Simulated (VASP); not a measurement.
# Zr2N in VASP: a series of runs

Zr2N is run at these levels: PBEsol; tasks: single point.

Everything below comes from runs of VASP 6.6.1. Logs are shortened: lines on timing, memory, paths and dates and some standing lists are left out, and cuts for length are marked.

## (1) The cell of the first run

The structure is tetragonal, space group P4_2/mnm (No. 136). The conventional cell has a = 5.413 Å, b = 5.413 Å, c = 3.308 Å, α = 90.00°, β = 90.00°, γ = 90.00°. Zr (site symmetry m2m) has 3 N at 2.27 Å within 3.0 Å. N (site symmetry mmm) has 6 Zr at 2.27 Å within 3.0 Å.

## (2) Single point, PBEsol

INCAR reads:

```
SYSTEM = Zr2N
PREC = Accurate
ENCUT = 520
EDIFF = 1E-6
ISMEAR = -1
SIGMA = 0.02
LREAL = .False.
LASPH = .True.
NELM = 100
ALGO = Normal
ISIF = 2
LWAVE = .False.
LCHARG = .False.
GGA = PS
NBANDS = 38
```

KPOINTS reads:

```
regular mesh
0
Gamma
  8 8 10
  0 0 0
```

POSCAR reads:

```
Zr2N
1.0
    5.4130027300      0.0000000000      0.0000000000
    0.0000000000      5.4130027300      0.0000000000
    0.0000000000      0.0000000000      3.3077891900
Zr N
4 2
Direct
    0.2961254600      0.2961254600      0.0000000000
    0.7038745400      0.7038745400      0.0000000000
    0.7961254600      0.2038745400      0.5000000000
    0.2038745400      0.7961254600      0.5000000000
    0.0000000000      0.0000000000      0.0000000000
    0.5000000000      0.5000000000      0.5000000000
```

Potentials or basis: VASP PAW PBE potentials, release 64 (Zr_sv, N).

Launch:

```
$ cat potpaw_PBE.64/Zr_sv/POTCAR potpaw_PBE.64/N/POTCAR > POTCAR
$ mpirun -np 1 vasp_std > vasp.out
```

OUTCAR:

```text
SYSTEM = Zr2N
   PREC = Accurate
   ENCUT = 520
   EDIFF = 1E-6
   ISMEAR = -1
   LREAL = .False.
   LASPH = .True.
   NELM = 100
   ISIF = 2
   GGA = PS

 ion  position               nearest neighbor table
   1  0.296  0.296  0.000-   5 2.27   6 2.27   6 2.27   2 3.12   4 3.21   3 3.21   4 3.21   3 3.21
                             4 3.21   4 3.21   3 3.21   3 3.21   2 3.89   2 3.89
   2  0.704  0.704  0.000-   5 2.27   6 2.27   6 2.27   1 3.12   4 3.21   3 3.21   4 3.21   3 3.21
                             3 3.21   3 3.21   4 3.21   4 3.21   1 3.89   1 3.89
   3  0.796  0.204  0.500-   6 2.27   5 2.27   5 2.27   4 3.12   1 3.21   1 3.21   2 3.21   2 3.21
                             2 3.21   2 3.21   1 3.21   1 3.21   4 3.89   4 3.89
   4  0.204  0.796  0.500-   6 2.27   5 2.27   5 2.27   3 3.12   1 3.21   1 3.21   2 3.21   2 3.21
                             1 3.21   1 3.21   2 3.21   2 3.21   3 3.89   3 3.89
   5  0.000  0.000  0.000-   1 2.27   2 2.27   3 2.27   4 2.27   3 2.27   4 2.27
   6  0.500  0.500  0.500-   3 2.27   4 2.27   1 2.27   2 2.27   1 2.27   2 2.27

  LATTYP: Found a simple tetragonal cell.
 ALAT       =     5.4130027300
 C/A-ratio  =     0.6110821211

  Lattice vectors:

 A1 = (   5.4130027300,   0.0000000000,   0.0000000000)
 A2 = (   0.0000000000,   5.4130027300,   0.0000000000)
 A3 = (   0.0000000000,   0.0000000000,   3.3077891900)

Analysis of symmetry for initial positions (statically):
=====================================================================
 Subroutine PRICEL returns:
 Original cell was already a primitive cell.

 Routine SETGRP: Setting up the symmetry group for a
 simple tetragonal supercell.

 Subroutine GETGRP returns: Found 16 space group operations
 (whereof  8 operations were pure point group operations)
 out of a pool of 16 trial point group operations.

The static configuration has the point symmetry D_2h.
 The point group associated with its full space group is D_4h.

Analysis of symmetry for dynamics (positions and initial velocities):
=====================================================================
 Subroutine PRICEL returns:
 Original cell was already a primitive cell.

 Routine SETGRP: Setting up the symmetry group for a
 simple tetragonal supercell.

 Subroutine GETGRP returns: Found 16 space group operations
 (whereof  8 operations were pure point group operations)
 out of a pool of 16 trial point group operations.

The dynamic configuration has the point symmetry D_2h.
 The point group associated with its full space group is D_4h.

 Subroutine INISYM returns: Found 16 space group operations
 (whereof  8 operations are pure point group operations),
 and found     1 'primitive' translations

----------------------------------------------------------------------------------------

                                     Primitive cell

  volume of cell :      96.9202

  direct lattice vectors                    reciprocal lattice vectors
     5.413002730  0.000000000  0.000000000     0.184740347  0.000000000  0.000000000
     0.000000000  5.413002730  0.000000000     0.000000000  0.184740347  0.000000000
     0.000000000  0.000000000  3.307789190     0.000000000  0.000000000  0.302316727

  length of vectors
     5.413002730  5.413002730  3.307789190     0.184740347  0.184740347  0.302316727

  position of ions in fractional coordinates (direct lattice)
     0.296125460  0.296125460  0.000000000
     0.703874540  0.703874540  0.000000000
     0.796125460  0.203874540  0.500000000
     0.203874540  0.796125460  0.500000000
     0.000000000  0.000000000  0.000000000
     0.500000000  0.500000000  0.500000000

  ion indices of the primitive-cell ions
   primitive index   ion index
                 1           1
                 2           2
                 3           3
                 4           4
                 5           5
                 6           6

----------------------------------------------------------------------------------------

 KPOINTS: regular mesh

Automatic generation of k-mesh.
 Grid dimensions read from file:
 generate k-points for:    8    8   10

 Generating k-lattice:

  Cartesian coordinates                     Fractional coordinates (reciprocal lattice)
     0.023092543  0.000000000  0.000000000     0.125000000  0.000000000  0.000000000
     0.000000000  0.023092543  0.000000000     0.000000000  0.125000000  0.000000000
     0.000000000  0.000000000  0.030231673     0.000000000  0.000000000  0.100000000

  Length of vectors
     0.023092543  0.023092543  0.030231673

  Shift w.r.t. Gamma in fractional coordinates (k-lattice)
     0.000000000  0.000000000  0.000000000

 Subroutine IBZKPT returns following result:
 ===========================================

 Found     90 irreducible k-points:

 Following reciprocal coordinates:
            Coordinates               Weight
  0.000000  0.000000  0.000000      1.000000
  0.125000  0.000000  0.000000      4.000000
  0.250000  0.000000  0.000000      4.000000
  0.375000  0.000000  0.000000      4.000000
  0.500000  0.000000  0.000000      2.000000
  0.125000  0.125000  0.000000      4.000000
[... 16 lines left out ...]
  0.375000  0.125000  0.100000     16.000000
  0.500000  0.125000  0.100000      8.000000
 [... further k-points ...]
   k-points           NKPTS =     90   k-points in BZ     NKDIM =     90   number of bands    NBANDS=     38
   number of dos      NEDOS =    301   number of ions     NIONS =      6
   total plane-waves  NPLWV =  44800
   dimension x,y,z NGX =    40 NGY =   40 NGZ =   28
   dimension x,y,z NGXF=    80 NGYF=   80 NGZF=   56
   ions per type =               4   2
   NGX,Y,Z   is equivalent  to a cutoff of  12.28, 12.28, 14.07 a.u.
   NGXF,Y,Z  is equivalent  to a cutoff of  24.57, 24.57, 28.14 a.u.
 SYSTEM =  Zr2N
   PREC   = accura    normal or accurate (medium, high low for compatibility)
   ISTART =      0    job   : 0-new  1-cont  2-samecut
   ICHARG =      2    charge: 1-file 2-atom 10-const
   ISPIN  =      1    spin polarized calculation?
   LNONCOLLINEAR =      F non collinear calculations
   LSORBIT =      F    spin-orbit coupling
   LASPH  =      T    aspherical Exc in radial PAW
   ENCUT  =  520.0 eV  38.22 Ry    6.18 a.u.  10.06 10.06  6.15*2*pi/ulx,y,z
   NELM   =    100;   NELMIN=  2; NELMDL= -5     # of ELM steps
   EDIFF  = 0.1E-05   stopping-criterion for ELM
   LREAL  =      F    real-space projection
   EDIFFG = 0.1E-04   stopping-criterion for IOM
   NSW    =      0    number of steps for IOM
   IBRION =     -1    ionic relax: 0-MD 1-quasi-New 2-CG
   NFREE  =      0    steps in history (QN), initial steepest desc. (CG)
   ISIF   =      2    stress and relaxation
   ISYM   =      2    0-nonsym 1-usesym 2-fastsym
   POTIM  = 0.5000    time-step for ionic-motion
   TEBEG  =    0.0;   TEEND  =   0.0 temperature during run
   PSTRESS=    0.0 pullay stress
   NELECT =      58.0000    total number of electrons
   NUPDOWN=      -1.0000    fix difference up-down
   EMIN   =  10.00;   EMAX   =-10.00  energy-range for DOS
   EFERMI =   0.00;   METHOD = LEGACY
   ISMEAR =    -1;   SIGMA  =   0.02  broadening in eV -4-tet -1-fermi 0-gaus
   EFERMI_NEDOS =   21; number of points for ismear=-14 and -15
   IALGO  =     38    algorithm
   IMIX   =      4    mixing-type and parameters
     AMIX     =   0.40;   BMIX     =  1.00
     AMIX_MAG =   1.60;   BMIX_MAG =  1.00
  volume/ion in A,a.u.               =      16.15       109.01
  Fermi-wavevector in a.u.,A,eV,Ry     =   1.379577  2.607023 25.895066  1.903234
  Thomas-Fermi vector in A             =   2.504534
   LORBIT       =      0    0 simple, 1 ext, 2 COOP (PROOUT), +10 PAW based schemes
   GGA     = PS    functional components
   LHFCALC =     F    Hartree Fock is set to
   AEXX    =    0.0000 exact exchange contribution
   IVDW    =     0    specifies the selected vdW correction
   LEPSILON=     F    determine dielectric tensor
   LRPA    =     F    only Hartree local field effects (RPA)
 non-spin polarized calculation
  energy-cutoff  :      520.00
  volume of cell :       96.92
 maximum number of plane-waves:      2636
   NGX = 21   NGY = 21   NGZ = 13

 number of electron      58.0000001 magnetization

 Free energy of the ion-electron system (eV)
  ---------------------------------------------------
  ext. energy  EPLUGINS =         0.00000000
  ---------------------------------------------------
  free energy    TOTEN  =       -61.77843654 eV

  energy without entropy =      -61.77525104  energy(sigma->0) =      -61.77684379

 E-fermi :   9.5423     XC(G=0): -11.8318

 val. band max:        9.5090372833   @ k =   0.2500   0.1250   0.2000
 cond. band min:       9.5429101643   @ k =   0.2500   0.2500   0.1000
 fundamental gap:      0.0338728810
 Fermi energy:         9.5422858140

 k-point     1 :       0.0000    0.0000    0.0000
  band No.  band energies     occupation
      1     -39.0483      2.00000
      2     -38.9081      2.00000
      3     -38.9081      2.00000
      4     -38.8502      2.00000
      5     -17.9772      2.00000
      6     -17.3917      2.00000
[... 30 lines left out ...]
     37      12.4240      0.00000
     38      12.4240      0.00000

 k-point     2 :       0.1250    0.0000    0.0000
  band No.  band energies     occupation
      1     -39.0434      2.00000
      2     -38.9144      2.00000
      3     -38.9056      2.00000
      4     -38.8516      2.00000
      5     -17.9509      2.00000
      6     -17.3837      2.00000
[... 30 lines left out ...]
     37      12.4311      0.00000
     38      12.7158      0.00000

 k-point     3 :       0.2500    0.0000    0.0000
  band No.  band energies     occupation
      1     -39.0293      2.00000
      2     -38.9313      2.00000
      3     -38.8984      2.00000
      4     -38.8563      2.00000
      5     -17.8773      2.00000
      6     -17.4185      2.00000
[... 30 lines left out ...]
     37      12.3780      0.00000
[... 781 lines left out ...]
 k-point    23 :       0.3750    0.1250    0.1000
  band No.  band energies     occupation
      1     -38.9974      2.00000
      2     -38.9478      2.00000
      3     -38.8899      2.00000
      4     -38.8672      2.00000
      5     -17.7266      2.00000
      6     -17.4960      2.00000
[... 30 lines left out ...]
     37      12.9237      0.00000
     38      13.4992      0.00000

 k-point    24 :       0.5000    0.1250    0.1000
  band No.  band energies     occupation
      1     -38.9730      2.00000
      2     -38.9730      2.00000
      3     -38.8782      2.00000
      4     -38.8782      2.00000
      5     -17.6104      2.00000
      6     -17.6104      2.00000
[... 30 lines left out ...]
     37      13.0150      0.00000
     38      13.0150      0.00000

 [... further k-points ...]
[... 5 lines left out ...]
  --------------------------------------------------------------------------------------
  -------------------------------------------------------------------------------------
  Total       -2.6027827     -2.6027827     -3.2252727      0.0000000      0.0000000      0.0000000
  in kB      -43.0263177    -43.0263177    -53.3166326      0.0000000      0.0000000      0.0000000
  external PRESSURE =     -46.4564227 kB  Pullay stress =       0.0000000 kB

 VOLUME and BASIS-vectors are now :
 -----------------------------------------------------------------------------
  energy-cutoff  :      520.00
  volume of cell :       96.92
      direct lattice vectors                 reciprocal lattice vectors
     5.413002730  0.000000000  0.000000000     0.184740347  0.000000000  0.000000000
     0.000000000  5.413002730  0.000000000     0.000000000  0.184740347  0.000000000
     0.000000000  0.000000000  3.307789190     0.000000000  0.000000000  0.302316727

 POSITION                                       TOTAL-FORCE (eV/Angst)
 -----------------------------------------------------------------------------------
      1.60293      1.60293      0.00000         0.045709      0.045709      0.000000
      3.81007      3.81007      0.00000        -0.045709     -0.045709     -0.000000
      4.30943      1.10357      1.65389         0.045709     -0.045709     -0.000000
      1.10357      4.30943      1.65389        -0.045709      0.045709     -0.000000
      0.00000      0.00000      0.00000         0.000000      0.000000     -0.000000
      2.70650      2.70650      1.65389         0.000000      0.000000     -0.000000
 -----------------------------------------------------------------------------------
    total drift:                                0.000000     -0.000000     -0.000000

  FREE ENERGIE OF THE ION-ELECTRON SYSTEM (eV)
  ---------------------------------------------------
  free  energy   TOTEN  =       -61.7784365378 eV

  energy  without entropy=      -61.7752510357  energy(sigma->0) =      -61.77684379
```

It took 1.7 min on 1 thread of Intel Xeon 6975P-C (Granite Rapids), shared host; peak memory 0.36 GiB.

What came out:

* Free energy: -61.7784 eV
* Pressure: -4.6 GPa
* Largest force: 0.065 eV/Å
* Band gap on the k mesh: zero (bands 29 and 30 overlap by 2.51 eV)

Forces on the atoms (eV/Å):
```
Zr   0.046  0.046  0.000
Zr  -0.046 -0.046  0.000
Zr   0.046 -0.046  0.000
Zr  -0.046  0.046  0.000
N    0.000  0.000  0.000
N    0.000  0.000  0.000
```

Stress tensor (GPa, compression positive):
```
-4.30  0.00  0.00
 0.00 -4.30  0.00
 0.00  0.00 -5.33
```

Caveat: the cell stands under tension; the PAW data sets were made with another functional, which shifts forces and pressure a little.

## (3) Single point, PBEsol

This run uses another cell than the first one, of 15.72 Å³/atom.

INCAR reads:

```
SYSTEM = Zr2N
ALGO = Normal ; EDIFF = 1E-6
ENCUT = 520 ; GGA = PS
ISIF = 2 ; ISMEAR = 0
LASPH = .True. ; LCHARG = .False.
LREAL = .False. ; LWAVE = .False.
NBANDS = 38 ; NELM = 60
PREC = Accurate ; SIGMA = 0.1
```

KPOINTS reads:

```
k-points
0
Gamma
  4 4 6
  0 0 0
```

POSCAR reads:

```
Zr2N
1.0
    5.3699563153      0.0000006106      0.0000083173
    0.0000006106      5.3698322976     -0.0000005081
    0.0000050826     -0.0000003105      3.2712399687
Zr N
4 2
Direct
    0.2910834143      0.3046040231      0.0076259394
    0.6996218715      0.7131965553      0.0076271147
    0.7910851141      0.2131975180      0.5076256033
    0.1996211923      0.8046029488      0.5076275672
   -0.0046474243      0.0089003863      0.0076266886
    0.4953520218      0.5088992586      0.5076271690
```

Potentials or basis: VASP PAW PBE potentials, release 64 (Zr_sv, N).

Launch:

```
$ cat potpaw_PBE.64/Zr_sv/POTCAR potpaw_PBE.64/N/POTCAR > POTCAR
$ mpirun -np 1 vasp_std > vasp.out
```

Run time: 42 s. Hardware: 1 thread of Intel Xeon 6975P-C (Granite Rapids), shared host; peak memory 0.24 GiB.

The run converged. Its results:

| Property | Result |
| --- | --- |
| Free energy | -61.8305 eV |
| Pressure | 0.2 GPa |
| Largest force | 0.005 eV/Å |
| Band gap on the k mesh | zero (bands 29 and 30 overlap by 2.58 eV) |

Forces in eV/Å, atoms in the order of the input:
```
Zr  -0.004 -0.004  0.000
Zr   0.004  0.004  0.000
Zr  -0.004  0.004  0.000
Zr   0.004 -0.004  0.000
N    0.000  0.000  0.000
N    0.000  0.000  0.000
```

Levels at points of the mesh, in eV from the Fermi level:
```tsv
k point	band 27	band 28	band 29	band 30	band 31	band 32	band 33	band 34
(0.00, 0.00, 0.00)	0.43	0.60	0.82	1.10	1.10	1.37	1.46	1.46
(0.50, 0.00, 0.00)	-0.93	-0.93	1.51	1.51	1.59	1.59	1.81	1.81
(0.00, 0.50, 0.00)	-0.93	-0.93	1.51	1.51	1.59	1.59	1.81	1.81
(0.50, 0.50, 0.00)	-1.06	-1.06	0.98	0.98	1.40	1.40	1.71	1.71
(0.00, 0.00, 0.50)	-1.08	-1.08	-1.07	-1.07	2.00	2.00	3.18	3.18
(0.50, 0.00, 0.50)	-0.81	-0.81	-0.70	-0.70	1.59	1.59	3.46	3.46
(0.00, 0.50, 0.50)	-0.81	-0.81	-0.70	-0.70	1.59	1.59	3.45	3.45
(0.50, 0.50, 0.50)	-0.89	-0.89	-0.16	-0.16	1.26	1.26	2.76	2.76
```

Caveat: the PAW data sets were made with another functional, which shifts forces and pressure a little.
